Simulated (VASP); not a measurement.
Write the native input for VASP 6.6.1 that does the following.

- Task: single point
- Functional: PBE
- Potentials or basis: VASP PAW PBE potentials, release 64 (Mn_sv, O)
- Cutoff: 520 eV
- k mesh: 10 × 10 × 10
- Occupations: fermi-dirac, width 0.05 eV
- Spin: collinear spin, ferromagnetic start
- Starting moments: [4.0, 0.0] μB
- Hubbard terms: Mn d U = 1.0 eV
- Dipole correction: no
- k mesh for the DOS: 15 × 15 × 15
- Occupations for the DOS: tetrahedron
- Further INCAR settings: ALGO = Normal; EDIFF = 1e-06

MnO:

```xyz
2
Lattice="0.0000 2.2220 2.2220 2.2220 0.0000 2.2220 2.2220 2.2220 0.0000" Properties=species:S:1:pos:R:3 pbc="T T T"
Mn    0.0000    0.0000    0.0000
O     2.2220    2.2220    2.2220
```

These files were run (other wordings do the same):

POSCAR

```
MnO
1.0
    0.0000000000      2.2220003300      2.2220003300
    2.2220003300      0.0000000000      2.2220003300
    2.2220003300      2.2220003300      0.0000000000
Mn O
1 1
Direct
    0.0000000000      0.0000000000      0.0000000000
    0.5000000000      0.5000000000      0.5000000000
```

INCAR.step1

```
SYSTEM = MnO
PREC = Accurate
ENCUT = 520
EDIFF = 1E-6
ISMEAR = -1
SIGMA = 0.05
LREAL = .FALSE.
LASPH = .TRUE.
NELM = 200
ALGO = Normal
ISIF = 2
LWAVE = .FALSE.
LCHARG = .TRUE.
ISPIN = 2
MAGMOM = 4 0
LMAXMIX = 4
LDAU = .TRUE.
LDAUTYPE = 2
LDAUL = 2 -1
LDAUU = 1 0
LDAUJ = 0 0
LDAUPRINT = 1
GGA = PE
NBANDS = 22
GGA_COMPAT = .FALSE.
NEDOS = 2001
LORBIT = 11
```

KPOINTS.step1

```
Automatic mesh
0
G
  10 10 10
  0 0 0
```

INCAR.step2

```
SYSTEM = MnO
PREC = Accurate
ENCUT = 520
EDIFF = 1E-6
ISMEAR = -5
SIGMA = 0.05
LREAL = .FALSE.
LASPH = .TRUE.
NELM = 200
ALGO = Normal
ISIF = 2
LWAVE = .FALSE.
LCHARG = .FALSE.
ISPIN = 2
MAGMOM = 4 0
LORBIT = 11
LMAXMIX = 4
LDAU = .TRUE.
LDAUTYPE = 2
LDAUL = 2 -1
LDAUU = 1 0
LDAUJ = 0 0
LDAUPRINT = 1
GGA = PE
NEDOS = 2001
ICHARG = 11
GGA_COMPAT = .FALSE.
```

KPOINTS.step2

```
Automatic mesh
0
G
  15 15 15
  0 0 0
```

Potentials or basis: VASP PAW PBE potentials, release 64 (Mn_sv, O).

Command:

```console
$ cat potpaw_PBE.64/Mn_sv/POTCAR potpaw_PBE.64/O/POTCAR > POTCAR
$ cp INCAR.step1 INCAR
$ cp KPOINTS.step1 KPOINTS
$ mpirun -np 1 vasp_std > vasp.out
$ cp INCAR.step2 INCAR
$ cp KPOINTS.step2 KPOINTS
$ mpirun -np 1 vasp_std > vasp.out
```

It gave:

| Item | Value |
| --- | --- |
| Net moment | 4.94 μB per cell |
| Site moments | Mn +4.32; O +0.21 μB |
| Valence electrons inside the program's atomic spheres | Mn 12.81; O 5.00 |

Caveat: a cell with one magnetic atom can't hold antiferromagnetic order, which such compounds often take.

It took 47 s on 1 thread of Intel(R) Xeon(R) Platinum 8488C (Sapphire Rapids), with other jobs on the host, peak memory 0.19 GiB.
